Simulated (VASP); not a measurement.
# CdSe (P1) in VASP: single point with r2SCAN

Aim: the single point of CdSe with r2SCAN.

Program: VASP 6.6.1. These are calculated values, not measurements. Logs are shortened: lines on timing, memory, paths and dates and some standing lists are left out, and cuts for length are marked.

### Step 1. The cell of the first run

The typed cell holds 16 atoms: a = 8.039 Å, b = 8.039 Å, c = 8.039 Å, α = 60.00°, β = 60.00°, γ = 60.00°.

### Step 2. Single point, r2SCAN

POSCAR

```
CdSe
1.0
    0.0000000000      5.6840840000      5.6840840000
    5.6840840000      0.0000000000      5.6840840000
    5.6840840000      5.6840840000      0.0000000000
Cd Se
8 8
Direct
    0.0074430638      0.0021854005      0.0003244146
   -0.0048671870      0.0006130275      0.4909905448
    0.0022804906      0.4944533719      0.0045707453
    0.0113957676      0.5085318057      0.5042779980
    0.5003610960      0.0041358467     -0.0063245899
    0.4925845572     -0.0032371091      0.5082212015
    0.4968998523      0.4975835157     -0.0000365054
    0.5044571825      0.4960838017      0.5068146424
    0.2487097305      0.2476033078      0.2594001074
    0.2429688759      0.2591866165      0.7410737596
    0.2369120513      0.7706311166      0.2477839877
    0.2509312846      0.7440065101      0.7539467221
    0.7571796089      0.2488804705      0.2437737549
    0.7474089933      0.2392864884      0.7578407532
    0.7486564238      0.7486168396      0.2453871195
    0.7664377409      0.7439241749      0.7548268991
```

INCAR.step1

```
SYSTEM = CdSe
ALGO = Normal
EDIFF = 1E-4
ENCUT = 520
GGA = PE
ISMEAR = -1
LASPH = .True.
LCHARG = .False.
LREAL = Auto
LWAVE = .True.
NBANDS = 86
NELM = 60
PREC = Accurate
SIGMA = 0.052
```

INCAR.step2

```
SYSTEM = CdSe
ALGO = Normal
EDIFF = 1E-7
ENCUT = 520
ISIF = 2
ISMEAR = -1
ISTART = 1
LASPH = .True.
LCHARG = .False.
LMIXTAU = .True.
LREAL = Auto
LWAVE = .False.
METAGGA = R2SCAN
NBANDS = 86
NELM = 60
PREC = Accurate
SIGMA = 0.052
```

KPOINTS

```
k-points
0
Gamma
  2 2 2
  0 0 0
```

Potentials or basis: VASP PAW PBE potentials, release 64 (Cd, Se).

The run is started by

```console
cat potpaw_PBE.64/Cd/POTCAR potpaw_PBE.64/Se/POTCAR > POTCAR
cp INCAR.step1 INCAR
mpirun -np 1 vasp_std > vasp.out
cp INCAR.step2 INCAR
mpirun -np 1 vasp_std > vasp.out
```

OUTCAR:

```text
SYSTEM = CdSe
   EDIFF = 1E-7
   ENCUT = 520
   ISIF = 2
   ISMEAR = -1
   ISTART = 1
   LASPH = .True.
   LREAL = Auto
   METAGGA = R2SCAN
   NELM = 60
   PREC = Accurate

 ion  position               nearest neighbor table
   1  0.007  0.002  0.000-  11 2.71  13 2.79  10 2.80  14 2.86  12 2.87  15 2.91
   2  0.995  0.001  0.491-  11 2.69  13 2.76  16 2.77   9 2.85  14 2.88  12 2.95
   3  0.002  0.494  0.005-  16 2.76  13 2.79  15 2.81  12 2.83  10 2.84   9 2.85
   4  0.011  0.509  0.504-  10 2.67  16 2.76  11 2.78   9 2.88  15 2.97  14 3.03
   5  0.500  0.004  0.994-  14 2.74  11 2.83  16 2.84  15 2.84   9 2.90  10 2.90
   6  0.493  0.997  0.508-   9 2.80  12 2.81  10 2.82  15 2.91  13 2.94  16 2.96
[... 8 lines left out ...]
  15  0.749  0.749  0.245-   3 2.81   8 2.83   5 2.84   6 2.91   1 2.91   4 2.97
  16  0.766  0.744  0.755-   3 2.76   4 2.76   2 2.77   5 2.84   7 2.94   6 2.96

  LATTYP: Found a face centered cubic cell.
 ALAT       =    11.3681680000

  Lattice vectors:

 A1 = (   0.0000000000,   5.6840840000,   5.6840840000)
 A2 = (   5.6840840000,   0.0000000000,   5.6840840000)
 A3 = (   5.6840840000,   5.6840840000,   0.0000000000)

Analysis of symmetry for initial positions (statically):
=====================================================================
 Subroutine PRICEL returns:
 Original cell was already a primitive cell.

 Routine SETGRP: Setting up the symmetry group for a
 face centered cubic supercell.

 Subroutine GETGRP returns: Found  1 space group operations
 (whereof  1 operations were pure point group operations)
 out of a pool of 48 trial point group operations.

The static configuration has the point symmetry C_1 .

Analysis of symmetry for dynamics (positions and initial velocities):
=====================================================================
 Subroutine PRICEL returns:
 Original cell was already a primitive cell.

 Routine SETGRP: Setting up the symmetry group for a
 face centered cubic supercell.

 Subroutine GETGRP returns: Found  1 space group operations
 (whereof  1 operations were pure point group operations)
 out of a pool of 48 trial point group operations.

The dynamic configuration has the point symmetry C_1 .

 Subroutine INISYM returns: Found  1 space group operations
 (whereof  1 operations are pure point group operations),
 and found     1 'primitive' translations

----------------------------------------------------------------------------------------

                                     Primitive cell

  volume of cell :     367.2920

  direct lattice vectors                    reciprocal lattice vectors
     0.000000000  5.684084000  5.684084000    -0.087964921  0.087964921  0.087964921
     5.684084000  0.000000000  5.684084000     0.087964921 -0.087964921  0.087964921
     5.684084000  5.684084000  0.000000000     0.087964921  0.087964921 -0.087964921

  length of vectors
     8.038508682  8.038508682  8.038508682     0.152359712  0.152359712  0.152359712

  position of ions in fractional coordinates (direct lattice)
     0.007443064  0.002185400  0.000324415
     0.995132813  0.000613028  0.490990545
     0.002280491  0.494453372  0.004570745
     0.011395768  0.508531806  0.504277998
     0.500361096  0.004135847  0.993675410
     0.492584557  0.996762891  0.508221201
[... 8 lines left out ...]
     0.748656424  0.748616840  0.245387120
     0.766437741  0.743924175  0.754826899

  ion indices of the primitive-cell ions
   primitive index   ion index
                 1           1
                 2           2
                 3           3
                 4           4
                 5           5
                 6           6
[... 8 lines left out ...]
                15          15
                16          16

----------------------------------------------------------------------------------------

 KPOINTS: k-points

Automatic generation of k-mesh.
 Grid dimensions read from file:
 generate k-points for:    2    2    2

 Generating k-lattice:

  Cartesian coordinates                     Fractional coordinates (reciprocal lattice)
    -0.043982460  0.043982460  0.043982460     0.500000000  0.000000000  0.000000000
     0.043982460 -0.043982460  0.043982460     0.000000000  0.500000000  0.000000000
     0.043982460  0.043982460 -0.043982460     0.000000000  0.000000000  0.500000000

  Length of vectors
     0.076179856  0.076179856  0.076179856

  Shift w.r.t. Gamma in fractional coordinates (k-lattice)
     0.000000000  0.000000000  0.000000000

 Subroutine IBZKPT returns following result:
 ===========================================

 Found      8 irreducible k-points:

 Following reciprocal coordinates:
            Coordinates               Weight
  0.000000  0.000000  0.000000      1.000000
  0.500000  0.000000  0.000000      1.000000
  0.000000  0.500000  0.000000      1.000000
  0.000000  0.000000  0.500000      1.000000
  0.500000  0.500000  0.500000      1.000000
  0.500000  0.500000  0.000000      1.000000
  0.000000  0.500000  0.500000      1.000000
  0.500000  0.000000  0.500000      1.000000
   k-points           NKPTS =      8   k-points in BZ     NKDIM =      8   number of bands    NBANDS=     86
   number of dos      NEDOS =    301   number of ions     NIONS =     16
   total plane-waves  NPLWV = 216000
   dimension x,y,z NGX =    60 NGY =   60 NGZ =   60
   dimension x,y,z NGXF=   120 NGYF=  120 NGZF=  120
   ions per type =               8   8
   NGX,Y,Z   is equivalent  to a cutoff of  12.41, 12.41, 12.41 a.u.
   NGXF,Y,Z  is equivalent  to a cutoff of  24.82, 24.82, 24.82 a.u.
 SYSTEM =  CdSe
   PREC   = accura    normal or accurate (medium, high low for compatibility)
   ISTART =      1    job   : 0-new  1-cont  2-samecut
   ICHARG =      0    charge: 1-file 2-atom 10-const
   ISPIN  =      1    spin polarized calculation?
   LNONCOLLINEAR =      F non collinear calculations
   LSORBIT =      F    spin-orbit coupling
   LASPH  =      T    aspherical Exc in radial PAW
   ENCUT  =  520.0 eV  38.22 Ry    6.18 a.u.  14.95 14.95 14.95*2*pi/ulx,y,z
   NELM   =     60;   NELMIN=  2; NELMDL=  0     # of ELM steps
   EDIFF  = 0.1E-06   stopping-criterion for ELM
   LREAL  =      T    real-space projection
   EDIFFG = 0.1E-05   stopping-criterion for IOM
   NSW    =      0    number of steps for IOM
   IBRION =     -1    ionic relax: 0-MD 1-quasi-New 2-CG
   NFREE  =      0    steps in history (QN), initial steepest desc. (CG)
   ISIF   =      2    stress and relaxation
   ISYM   =      2    0-nonsym 1-usesym 2-fastsym
   POTIM  = 0.5000    time-step for ionic-motion
   TEBEG  =    0.0;   TEEND  =   0.0 temperature during run
   PSTRESS=    0.0 pullay stress
   NELECT =     144.0000    total number of electrons
   NUPDOWN=      -1.0000    fix difference up-down
   EMIN   =  10.00;   EMAX   =-10.00  energy-range for DOS
   EFERMI =   0.00;   METHOD = LEGACY
   ISMEAR =    -1;   SIGMA  =   0.05  broadening in eV -4-tet -1-fermi 0-gaus
   EFERMI_NEDOS =   21; number of points for ismear=-14 and -15
   IALGO  =     38    algorithm
   IMIX   =      4    mixing-type and parameters
     AMIX     =   0.40;   BMIX     =  1.00
     AMIX_MAG =   1.60;   BMIX_MAG =  1.00
  volume/ion in A,a.u.               =      22.96       154.91
  Fermi-wavevector in a.u.,A,eV,Ry     =   1.198189  2.264248 19.533284  1.435656
  Thomas-Fermi vector in A             =   2.334084
   LORBIT       =      0    0 simple, 1 ext, 2 COOP (PROOUT), +10 PAW based schemes
   METAGGA = R2SCAN    functional components
   LHFCALC =     F    Hartree Fock is set to
   AEXX    =    0.0000 exact exchange contribution
   IVDW    =     0    specifies the selected vdW correction
   LEPSILON=     F    determine dielectric tensor
   LRPA    =     F    only Hartree local field effects (RPA)
 non-spin polarized calculation
  energy-cutoff  :      520.00
  volume of cell :      367.29
 maximum number of plane-waves:      9922
 NGX is ok and might be reduce to    60
   NGX = 29   NGY = 29   NGZ = 29

 number of electron     144.0000004 magnetization

 Free energy of the ion-electron system (eV)
  ---------------------------------------------------
  ext. energy  EPLUGINS =         0.00000000
  ---------------------------------------------------
  free energy    TOTEN  =      -284.74978873 eV

  energy without entropy =     -284.70703498  energy(sigma->0) =     -284.72841185

 E-fermi :   2.3913     XC(G=0): -10.6636

 val. band max:        2.2838220120   @ k =   0.0000   0.0000   0.0000
 cond. band min:       2.4103929615   @ k =   0.0000   0.0000   0.0000
 fundamental gap:      0.1265709495
 Fermi energy:         2.3912530273

 k-point     1 :       0.0000    0.0000    0.0000
  band No.  band energies     occupation
      1     -11.2323      2.00000
      2     -10.5155      2.00000
      3     -10.4331      2.00000
      4     -10.3565      2.00000
      5     -10.2031      2.00000
      6     -10.1855      2.00000
[... 76 lines left out ...]
     83       8.0588      0.00000
     84       8.0825      0.00000

 k-point     2 :       0.5000    0.0000    0.0000
  band No.  band energies     occupation
      1     -10.8884      2.00000
      2     -10.6978      2.00000
      3     -10.5004      2.00000
      4     -10.3461      2.00000
      5     -10.2993      2.00000
      6     -10.2457      2.00000
[... 76 lines left out ...]
     83       8.6853      0.00000
     84       8.7142      0.00000

 k-point     3 :       0.0000    0.5000    0.0000
  band No.  band energies     occupation
      1     -10.8299      2.00000
      2     -10.7967      2.00000
      3     -10.4225      2.00000
      4     -10.3903      2.00000
      5     -10.2927      2.00000
      6     -10.2525      2.00000
[... 76 lines left out ...]
     83       8.6829      0.00000
     84       8.7741      0.00000

 k-point     4 :       0.0000    0.0000    0.5000
  band No.  band energies     occupation
      1     -10.8425      2.00000
      2     -10.7771      2.00000
      3     -10.4437      2.00000
      4     -10.3696      2.00000
      5     -10.2945      2.00000
      6     -10.2421      2.00000
[... 76 lines left out ...]
     83       8.6679      0.00000
     84       8.7858      0.00000

 k-point     5 :       0.5000    0.5000    0.5000
  band No.  band energies     occupation
      1     -10.8974      2.00000
      2     -10.6711      2.00000
      3     -10.5004      2.00000
      4     -10.3808      2.00000
      5     -10.3029      2.00000
      6     -10.2467      2.00000
[... 76 lines left out ...]
     83       8.6675      0.00000
     84       8.6915      0.00000

 k-point     6 :       0.5000    0.5000    0.0000
  band No.  band energies     occupation
      1     -10.7739      2.00000
      2     -10.7578      2.00000
      3     -10.4240      2.00000
      4     -10.4118      2.00000
      5     -10.3306      2.00000
      6     -10.2876      2.00000
[... 76 lines left out ...]
     83       8.0871      0.00000
     84       8.1252      0.00000

 k-point     7 :       0.0000    0.5000    0.5000
  band No.  band energies     occupation
      1     -10.8140      2.00000
      2     -10.6856      2.00000
      3     -10.5128      2.00000
      4     -10.3643      2.00000
      5     -10.3317      2.00000
      6     -10.2903      2.00000
[... 76 lines left out ...]
     83       8.0218      0.00000
     84       8.0834      0.00000

 k-point     8 :       0.5000    0.0000    0.5000
  band No.  band energies     occupation
      1     -10.7834      2.00000
      2     -10.7455      2.00000
      3     -10.4345      2.00000
      4     -10.3920      2.00000
      5     -10.3365      2.00000
      6     -10.3108      2.00000
[... 76 lines left out ...]
     83       7.9769      0.00000
     84       8.0613      0.00000
 [bands above 84 left out]

------------------------ aborting loop because EDIFF is reached ----------------------------------------

  FORCE on cell =-STRESS in cart. coord.  units (eV):
  Direction    XX          YY          ZZ          XY          YZ          ZX
  --------------------------------------------------------------------------------------
  -------------------------------------------------------------------------------------
  Total        3.1198336      3.5345681      2.6076828     -0.2064721     -0.4113608      0.0436701
  in kB       13.6091361     15.4182642     11.3750650     -0.9006594     -1.7944115      0.1904950
  external PRESSURE =      13.4674885 kB  Pullay stress =       0.0000000 kB

 VOLUME and BASIS-vectors are now :
 -----------------------------------------------------------------------------
  energy-cutoff  :      520.00
  volume of cell :      367.29
      direct lattice vectors                 reciprocal lattice vectors
     0.000000000  5.684084000  5.684084000    -0.087964921  0.087964921  0.087964921
     5.684084000  0.000000000  5.684084000     0.087964921 -0.087964921  0.087964921
     5.684084000  5.684084000  0.000000000     0.087964921  0.087964921 -0.087964921

 POSITION                                       TOTAL-FORCE (eV/Angst)
 -----------------------------------------------------------------------------------
      0.01427      0.04415      0.05473        -0.119698     -0.328745     -0.295553
      2.79432      8.44725      5.65990         0.449941      0.238030      0.147622
      2.83650      0.03894      2.82348         0.175643      0.154539      0.030746
      5.75690      2.93113      2.95531        -0.251329     -0.647905     -0.299920
      5.67164      8.49223      2.86760         0.118147      0.209452     -0.026341
      8.55446      5.68866      8.46558        -0.253812      0.070344      0.114184
[... 8 lines left out ...]
      5.65000      5.65023      8.51063         0.346044      0.364291     -0.272426
      8.51903      8.64700      8.58502        -0.052083     -0.465887     -0.320055
 -----------------------------------------------------------------------------------
    total drift:                               -0.009425      0.001316     -0.002127

  FREE ENERGIE OF THE ION-ELECTRON SYSTEM (eV)
  ---------------------------------------------------
  free  energy   TOTEN  =      -284.7497887291 eV

  energy  without entropy=     -284.7070349800  energy(sigma->0) =     -284.72841185
```

It took 45 min on 1 thread of Oxide Virtual Turin-like, shared host; peak memory 0.59 GiB.

Results:

* Free energy: -284.7498 eV
* Pressure: 1.3 GPa
* Largest force: 0.757 eV/Å
* Band gap on the k mesh: 0.13 eV

Forces in eV/Å, atoms in the order of the input:
```
Cd  -0.120 -0.329 -0.296
Cd   0.450  0.238  0.148
Cd   0.176  0.155  0.031
Cd  -0.251 -0.648 -0.300
Cd   0.118  0.209 -0.026
Cd  -0.254  0.070  0.114
Cd  -0.021  0.069  0.045
Cd  -0.086 -0.053  0.213
Se   0.182 -0.139  0.058
Se  -0.237  0.433  0.311
Se  -0.451  0.178  0.405
Se   0.016  0.339  0.151
Se   0.319 -0.540 -0.255
Se  -0.134  0.119 -0.006
Se   0.346  0.364 -0.272
Se  -0.052 -0.466 -0.320
```

Levels at points of the mesh, in eV from the valence-band top:
```
           k point  band 68  band 69  band 70  band 71  band 72  band 73  band 74  band 75  band 76  band 77
(0.00, 0.00, 0.00)    -0.05    -0.03    -0.02    -0.01     0.00     0.13     0.22     0.28     0.85     3.58
(0.50, 0.00, 0.00)    -1.13    -0.44    -0.41    -0.29    -0.28     2.37     2.39     2.41     2.54     2.56
(0.00, 0.50, 0.00)    -1.17    -0.39    -0.36    -0.32    -0.31     2.35     2.38     2.45     2.49     2.59
(0.00, 0.00, 0.50)    -1.17    -0.43    -0.39    -0.31    -0.29     2.31     2.33     2.44     2.54     2.60
(0.50, 0.50, 0.50)    -1.14    -0.45    -0.43    -0.26    -0.26     2.33     2.34     2.41     2.52     2.61
(0.50, 0.50, 0.00)    -1.36    -0.20    -0.19    -0.14    -0.12     2.88     2.93     3.40     3.41     4.17
(0.00, 0.50, 0.50)    -1.35    -0.26    -0.22    -0.15    -0.07     2.87     2.93     3.38     3.40     4.16
(0.50, 0.00, 0.50)    -1.36    -0.23    -0.19    -0.15    -0.11     2.85     2.93     3.41     3.43     4.18
```

Caveat: the k points lie up to 0.48 Å⁻¹ apart; the atoms stand as in a frame of molecular dynamics; the structure was generated, so it needn't be the stable form of CdSe; semilocal functionals underestimate gaps, and a narrow one can read as zero; the PAW data sets were made with another functional, which shifts forces and pressure a little.
